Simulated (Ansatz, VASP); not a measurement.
**One calculation of Zn, two programs**

File INCAR:

```
SYSTEM = Zn
PREC = Accurate ; ENCUT = 520
EDIFF = 1E-8 ; ISMEAR = -1
SIGMA = 0.03 ; LREAL = .False.
LASPH = .True. ; NELM = 60
ALGO = Normal ; ISIF = 2
LWAVE = .False. ; LCHARG = .False.
GGA = PS ; LEFG = .True.
NBANDS = 19
```

File KPOINTS:

```
regular mesh
0
Gamma
  18 18 8
  0 0 0
```

The input POSCAR:

```
Zn
1.0
    2.6287828538      0.0000000000      0.0000000000
   -1.3143914269      2.2765927324      0.0000000000
    0.0000000000      0.0000000000      4.8798445072
Zn
2
Direct
    0.3333333333      0.6666666667      0.2500000000
    0.6666666667      0.3333333333      0.7500000000
```

Input for Ansatz:

```yaml
crystal:
  lattice:
    - [2.6287828538, 0.0, 0.0]
    - [-1.3143914269, 2.2765927324, 0.0]
    - [0.0, 0.0, 4.8798445072]
  atoms:
    - { symbol: Zn, position: [0.3333333333, 0.6666666667, 0.25] }
    - { symbol: Zn, position: [0.6666666667, 0.3333333333, 0.75] }
kpoints:
  mp_grid: { grid: [18, 18, 8] }
scf:
  occupations: { method: fermi_dirac, width: 0.03 }
hamiltonian:
  xc: pbesol
  pseudopotentials: { kind: all_electron, datasets: crystal }
output:
  forces: true
  stress: true
  eigenvalues: true
  efg: { contact_densities: true }
```

Change from the starting cell: volume scaled by 0.96, crystal datasets.

Alike in both runs: task electric field gradients; functional PBEsol; k mesh 18 × 18 × 8; occupations fermi-dirac, width 0.03 eV; no spin polarisation.

```csv
,VASP,Ansatz
version,VASP 6.6.1,Ansatz 0.2.0
potentials or method,"VASP PAW PBE potentials, release 64 (Zn), cutoff 520 eV","all-electron PAW with datasets made for the crystal, scalar-relativistic"
```

VASP gave:

```
pressure (GPa)                                                : -2.1
traceless stress, the component that is largest in VASP (GPa) : 0.66
size of Vzz on the site where it differs most (V/Å²)          : 37.7
```

Estimate Ansatz's values.

pressure (GPa): -2.5; traceless stress, the component that is largest in VASP (GPa): 0.81; size of Vzz on the site where it differs most (V/Å²): 37.0.

VASP's potentials were made for PBE, not for PBEsol. Ansatz ran all-electron here, and VASP with PAW potentials.
